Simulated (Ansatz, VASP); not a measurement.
## Two plane-wave programs on V

```
V
1.0
     3.02400    0.00000    0.00000
     0.00000    3.02400    0.00000
     0.00000    0.00000    3.02400
V
2
Direct
  0.00000 0.00000 0.00000
  0.50000 0.50000 0.50000
```

Alike in both runs: task single point; functional PBE; k mesh 10 × 10 × 10; occupations fermi-dirac, width 0.1 eV; collinear spin; Hubbard terms V d U = 4.3 eV.

|  | VASP | Ansatz |
| --- | --- | --- |
| version | VASP 6.6.1 | Ansatz 0.2.0 |
| potentials or method | VASP PAW PBE potentials, release 64 (V_sv), cutoff 520 eV | PAW, plane waves, scalar-relativistic |
| valence electrons in the cell | 26 | 26 |

Ansatz gave:

* pressure (GPa): 33.3
* net moment per atom (μB): 1.89
* size of the moment on the site where the two differ most (μB): 1.62

Q: Which values does VASP return?

A: Pressure (GPa): 18.7; net moment per atom (μB): 1.16; size of the moment on the site where the two differ most (μB): 1.06.

The net moments are unlike, so the other rows may belong to different states. Site moments also hang on the region over which each program counts them. The programs project onto different local orbitals, so the same U acts differently, and such runs can settle in different states. Ansatz's warnings: filled band counts differ across k points.
